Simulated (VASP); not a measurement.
# TiSi: single point with PBEsol

TiSi:

```
Ti Si
1.0
     3.53113    0.00000    0.00000
     0.00000    7.44384    0.00000
     0.00000    0.00000    3.91399
Ti Si
4 4
Direct
  0.00000 0.50000 0.05075
  0.50000 0.50000 0.55075
  0.50000 0.00000 0.55075
  0.00000 0.00000 0.05075
  0.00000 0.75000 0.55075
  0.00000 0.25000 0.55075
  0.50000 0.25000 0.05075
  0.50000 0.75000 0.05075
```

This cell differs from its parent crystal: volume scaled by 0.91, then relaxed in part.

```json
{
 "Program": "VASP 6.6.1",
 "Task": "single point",
 "Functional": "PBEsol",
 "Potentials or basis": "VASP PAW PBE potentials, release 64 (Ti_sv, Si)",
 "Cutoff": "520 eV",
 "k mesh": "10 × 6 × 10",
 "Occupations": "gaussian, width 0.1 eV",
 "Spin": "no spin polarisation"
}
```

The pressure is 15.9 GPa and the band gap on the k mesh is zero (band 32 reaches 12.28 eV, above the bottom of band 33 at 11.03 eV).

Stress tensor (GPa, compression positive):
```
15.96  0.00  0.00
 0.00 16.00  0.00
 0.00  0.00 15.87
```

Levels at points of the mesh, in eV from the Fermi level:
| k point | band 30 | band 31 | band 32 | band 33 | band 34 | band 35 |
| --- | --- | --- | --- | --- | --- | --- |
| (0.00, 0.00, 0.00) | -1.57 | -1.25 | -1.24 | -0.74 | 0.29 | 1.04 |
| (0.50, 0.00, 0.00) | -2.19 | -0.08 | -0.08 | 0.17 | 0.17 | 0.47 |
| (0.00, 0.50, 0.00) | -1.03 | -0.48 | -0.48 | 0.43 | 0.43 | 0.64 |
| (0.50, 0.50, 0.00) | -1.60 | -1.60 | -1.60 | 0.26 | 0.26 | 0.26 |
| (0.00, 0.00, 0.50) | -1.06 | 0.51 | 0.51 | 0.78 | 0.78 | 0.92 |
| (0.50, 0.00, 0.50) | -1.89 | -0.92 | -0.92 | 1.34 | 1.34 | 1.74 |
| (0.00, 0.50, 0.50) | -0.96 | -0.96 | -0.96 | 0.69 | 0.69 | 0.69 |
| (0.50, 0.50, 0.50) | -1.15 | -1.15 | -1.15 | 1.81 | 1.81 | 1.81 |

Wall time 6.6 min on 1 thread of AMD EPYC 9R45 96-Core Processor (Zen 5) (shared host), peak memory 0.5 GiB.

Caveat: the PAW data sets were made with another functional, which shifts forces and pressure a little.
